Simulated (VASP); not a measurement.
# Se (Fd-3m) in VASP: notebook, part 2 of 2

VASP 6.6.1.

## (4) Single point, PBEsol (volume scaled by 0.5)

INCAR

```
PREC     = Accurate       # precision mode
ENCUT    = 520            # plane-wave cutoff, eV
EDIFF    = 1E-6           # SCF threshold, eV
ISMEAR   = -1             # smearing method
SIGMA    = 0.08           # smearing width, eV
LREAL    = False          # projectors in reciprocal space
LASPH    = True           # aspherical terms in the spheres
NELM     = 100            # most SCF steps
ALGO     = Normal         # electronic algorithm
ISIF     = 2              # what is computed and relaxed
LWAVE    = False          # write WAVECAR
LCHARG   = False          # write CHGCAR
GGA      = PS             # functional
NBANDS   = 13             # bands
```

KPOINTS

```
Automatic mesh
0
Gamma
  11 11 11
```

POSCAR

```
Se
1.0
    0.0000000000      2.4691731395      2.4691731395
    2.4691731395      0.0000000000      2.4691731395
    2.4691731395      2.4691731395      0.0000000000
Se
2
Direct
   -0.1250000000     -0.1250000000     -0.1250000000
    0.1250000000      0.1250000000      0.1250000000
```

Potentials or basis: VASP PAW PBE potentials, release 64 (Se).

The run is started by

```console
cat potpaw_PBE.64/Se/POTCAR > POTCAR
mpirun -np 1 vasp_std > vasp.out
```

OUTCAR:

```text
PREC = Accurate
   ENCUT = 520
   EDIFF = 1E-6
   ISMEAR = -1
   LREAL = False
   LASPH = True
   NELM = 100
   ISIF = 2
   GGA = PS

 ion  position               nearest neighbor table
   1  0.875  0.875  0.875-   2 2.14   2 2.14   2 2.14   2 2.14
   2  0.125  0.125  0.125-   1 2.14   1 2.14   1 2.14   1 2.14

  LATTYP: Found a face centered cubic cell.
 ALAT       =     4.9383462790

  Lattice vectors:

 A1 = (   0.0000000000,   2.4691731395,   2.4691731395)
 A2 = (   2.4691731395,   0.0000000000,   2.4691731395)
 A3 = (   2.4691731395,   2.4691731395,   0.0000000000)

Analysis of symmetry for initial positions (statically):
=====================================================================
 Subroutine PRICEL returns:
 Original cell was already a primitive cell.

 Routine SETGRP: Setting up the symmetry group for a
 face centered cubic supercell.

 Subroutine GETGRP returns: Found 48 space group operations
 (whereof 12 operations were pure point group operations)
 out of a pool of 48 trial point group operations.

The static configuration has the point symmetry D_3d.
 The point group associated with its full space group is O_h .

Analysis of symmetry for dynamics (positions and initial velocities):
=====================================================================
 Subroutine PRICEL returns:
 Original cell was already a primitive cell.

 Routine SETGRP: Setting up the symmetry group for a
 face centered cubic supercell.

 Subroutine GETGRP returns: Found 48 space group operations
 (whereof 12 operations were pure point group operations)
 out of a pool of 48 trial point group operations.

The dynamic configuration has the point symmetry D_3d.
 The point group associated with its full space group is O_h .

 Subroutine INISYM returns: Found 48 space group operations
 (whereof 12 operations are pure point group operations),
 and found     1 'primitive' translations

----------------------------------------------------------------------------------------

                                     Primitive cell

  volume of cell :      30.1082

  direct lattice vectors                    reciprocal lattice vectors
     0.000000000  2.469173140  2.469173140    -0.202496938  0.202496938  0.202496938
     2.469173140  0.000000000  2.469173140     0.202496938 -0.202496938  0.202496938
     2.469173140  2.469173140  0.000000000     0.202496938  0.202496938 -0.202496938

  length of vectors
     3.491938142  3.491938142  3.491938142     0.350734985  0.350734985  0.350734985

  position of ions in fractional coordinates (direct lattice)
     0.875000000  0.875000000  0.875000000
     0.125000000  0.125000000  0.125000000

  ion indices of the primitive-cell ions
   primitive index   ion index
                 1           1
                 2           2

----------------------------------------------------------------------------------------

 KPOINTS: Automatic mesh

Automatic generation of k-mesh.
 Grid dimensions read from file:
 generate k-points for:   11   11   11

 Generating k-lattice:

[... 22 lines left out ...]
  0.363636  0.000000  0.000000      8.000000
  0.454545  0.000000  0.000000      8.000000
[... 16 lines left out ...]
 -0.272727  0.181818  0.000000     24.000000
 -0.181818  0.181818  0.000000     12.000000
 [... further k-points ...]
   k-points           NKPTS =     56   k-points in BZ     NKDIM =     56   number of bands    NBANDS=     13
   number of dos      NEDOS =    301   number of ions     NIONS =      2
   total plane-waves  NPLWV =  21952
   dimension x,y,z NGX =    28 NGY =   28 NGZ =   28
   dimension x,y,z NGXF=    56 NGYF=   56 NGZF=   56
   ions per type =               2
   NGX,Y,Z   is equivalent  to a cutoff of  13.33, 13.33, 13.33 a.u.
   NGXF,Y,Z  is equivalent  to a cutoff of  26.66, 26.66, 26.66 a.u.
 SYSTEM =  unknown system
   PREC   = accura    normal or accurate (medium, high low for compatibility)
   ISTART =      0    job   : 0-new  1-cont  2-samecut
   ICHARG =      2    charge: 1-file 2-atom 10-const
   ISPIN  =      1    spin polarized calculation?
   LNONCOLLINEAR =      F non collinear calculations
   LSORBIT =      F    spin-orbit coupling
   LASPH  =      T    aspherical Exc in radial PAW
   ENCUT  =  520.0 eV  38.22 Ry    6.18 a.u.   6.49  6.49  6.49*2*pi/ulx,y,z
   NELM   =    100;   NELMIN=  2; NELMDL= -5     # of ELM steps
   EDIFF  = 0.1E-05   stopping-criterion for ELM
   LREAL  =      F    real-space projection
   EDIFFG = 0.1E-04   stopping-criterion for IOM
   NSW    =      0    number of steps for IOM
   IBRION =     -1    ionic relax: 0-MD 1-quasi-New 2-CG
   NFREE  =      0    steps in history (QN), initial steepest desc. (CG)
   ISIF   =      2    stress and relaxation
   ISYM   =      2    0-nonsym 1-usesym 2-fastsym
   POTIM  = 0.5000    time-step for ionic-motion
   TEBEG  =    0.0;   TEEND  =   0.0 temperature during run
   PSTRESS=    0.0 pullay stress
   NELECT =      12.0000    total number of electrons
   NUPDOWN=      -1.0000    fix difference up-down
   EMIN   =  10.00;   EMAX   =-10.00  energy-range for DOS
   EFERMI =   0.00;   METHOD = LEGACY
   ISMEAR =    -1;   SIGMA  =   0.08  broadening in eV -4-tet -1-fermi 0-gaus
   EFERMI_NEDOS =   21; number of points for ismear=-14 and -15
   IALGO  =     38    algorithm
   IMIX   =      4    mixing-type and parameters
     AMIX     =   0.40;   BMIX     =  1.00
     AMIX_MAG =   1.60;   BMIX_MAG =  1.00
  volume/ion in A,a.u.               =      15.05       101.59
  Fermi-wavevector in a.u.,A,eV,Ry     =   1.204778  2.276700 19.748722  1.451490
  Thomas-Fermi vector in A             =   2.340493
   LORBIT       =      0    0 simple, 1 ext, 2 COOP (PROOUT), +10 PAW based schemes
   GGA     = PS    functional components
   LHFCALC =     F    Hartree Fock is set to
   AEXX    =    0.0000 exact exchange contribution
   IVDW    =     0    specifies the selected vdW correction
   LEPSILON=     F    determine dielectric tensor
   LRPA    =     F    only Hartree local field effects (RPA)
 non-spin polarized calculation
  energy-cutoff  :      520.00
  volume of cell :       30.11
 maximum number of plane-waves:       869
 NGX is ok and might be reduce to    28
   NGX = 13   NGY = 13   NGZ = 13

 number of electron      11.9999998 magnetization

 Free energy of the ion-electron system (eV)
  ---------------------------------------------------
  ext. energy  EPLUGINS =         0.00000000
  ---------------------------------------------------
  free energy    TOTEN  =        -0.32455978 eV

  energy without entropy =       -0.30166289  energy(sigma->0) =       -0.31311134

 E-fermi :  10.3471     XC(G=0): -11.7611

 val. band max:       10.2690130359   @ k =  -0.3636   0.2727   0.0909
 cond. band min:      10.3578933737   @ k =  -0.4545   0.0909   0.0000
 fundamental gap:      0.0888803379
 Fermi energy:        10.3470731196

 k-point     1 :       0.0000    0.0000    0.0000
  band No.  band energies     occupation
      1     -11.9021      2.00000
      2       4.1804      2.00000
      3       4.1804      2.00000
      4       4.1804      2.00000
      5       4.6631      2.00000
      6       8.2696      2.00000
      7       8.2696      2.00000
      8       8.2696      2.00000
      9      14.8003      0.00000
     10      17.3461      0.00000
     11      17.3461      0.00000
     12      20.2816      0.00000
     13      20.2816      0.00000
[... 354 lines left out ...]
  band No.  band energies     occupation
      1     -10.6002      2.00000
      2      -2.1215      2.00000
      3       1.1528      2.00000
      4       3.2458      2.00000
      5       7.4655      2.00000
      6       9.7832      1.99826
      7      10.0663      1.94194
      8      11.7795      0.00000
      9      15.0405      0.00000
     10      18.0503      0.00000
     11      18.3198      0.00000
     12      21.2979      0.00000
     13      23.6754      0.00000

 [... further k-points ...]

------------------------ aborting loop because EDIFF is reached ----------------------------------------

  FORCE on cell =-STRESS in cart. coord.  units (eV):
  Direction    XX          YY          ZZ          XY          YZ          ZX
  --------------------------------------------------------------------------------------
  -------------------------------------------------------------------------------------
  Total       22.4407182     22.4407182     22.4407182      0.0000000     -0.0000000      0.0000000
  in kB     1194.1605146   1194.1605146   1194.1605146      0.0000000     -0.0000000      0.0000000
  external PRESSURE =    1194.1605146 kB  Pullay stress =       0.0000000 kB

 VOLUME and BASIS-vectors are now :
 -----------------------------------------------------------------------------
  energy-cutoff  :      520.00
  volume of cell :       30.11
      direct lattice vectors                 reciprocal lattice vectors
     0.000000000  2.469173140  2.469173140    -0.202496938  0.202496938  0.202496938
     2.469173140  0.000000000  2.469173140     0.202496938 -0.202496938  0.202496938
     2.469173140  2.469173140  0.000000000     0.202496938  0.202496938 -0.202496938

 POSITION                                       TOTAL-FORCE (eV/Angst)
 -----------------------------------------------------------------------------------
      4.32105      4.32105      4.32105        -0.000000     -0.000000     -0.000000
      0.61729      0.61729      0.61729         0.000000      0.000000      0.000000
 -----------------------------------------------------------------------------------
    total drift:                                0.000000     -0.000000     -0.000000

  FREE ENERGIE OF THE ION-ELECTRON SYSTEM (eV)
  ---------------------------------------------------
  free  energy   TOTEN  =        -0.3245597802 eV

  energy  without entropy=       -0.3016628905  energy(sigma->0) =       -0.31311134
```

It took 17 s on 1 thread of Intel Xeon Platinum 8259CL at 2.50GHz (Skylake/Cascade Lake), shared host; peak memory 0.16 GiB.

What came out:

```yaml
Free_energy: -0.3246 eV
Pressure: 119.4 GPa
Band_gap_on_the_k_mesh: zero (band 6 reaches 11.95 eV, above the bottom of band 7 at 8.27 eV)
```

Levels at points of the mesh, in eV from the Fermi level:
```csv
k point,band 4,band 5,band 6,band 7,band 8,band 9
"(0.00, 0.00, 0.00)",-6.17,-5.68,-2.08,-2.08,-2.08,4.45
```

Caveat: the PAW data sets were made with another functional, which shifts forces and pressure a little.
